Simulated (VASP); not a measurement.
Crystal: MgS.

```xyz
2
Lattice="0.0000 2.8309 2.8309 2.8309 0.0000 2.8309 2.8309 2.8309 0.0000" Properties=species:S:1:pos:R:3 pbc="T T T"
Mg    0.0000    0.0000    0.0000
S     4.2463    4.2463    4.2463
```

Base run:

| Property | Result |
| --- | --- |
| Program | VASP 6.6.1 |
| Functional | PBE |
| Potentials or basis | VASP PAW PBE potentials, release 64 (Mg, S) |
| Cutoff | 600 eV |
| k mesh | 6 × 6 × 6 |
| Occupations | gaussian, width 0.01 eV |
| Spin | no spin polarisation |

Its results: band gap on the k mesh 3.46 eV, direct; pressure 1.0 GPa.

Q: After a change of settings the same cell gave: band gap on the k mesh 4.13 eV, direct; pressure -0.2 GPa. Which change was it?
A. k mesh from 6 × 6 × 6 to 4 × 4 × 4
B. functional from PBE to r2SCAN; cutoff from 600 eV to 660 eV
C. k mesh from 6 × 6 × 6 to 2 × 2 × 2
D. functional from PBE to HSE06; cutoff from 600 eV to 520 eV; k mesh from 6 × 6 × 6 to 4 × 4 × 4

A: B.

r2SCAN gives the wider gap, since meta-GGAs in the generalised Kohn-Sham scheme recover part of the derivative discontinuity.

Caveats: the PAW data sets were made with another functional, which shifts forces and pressure a little (some runs).
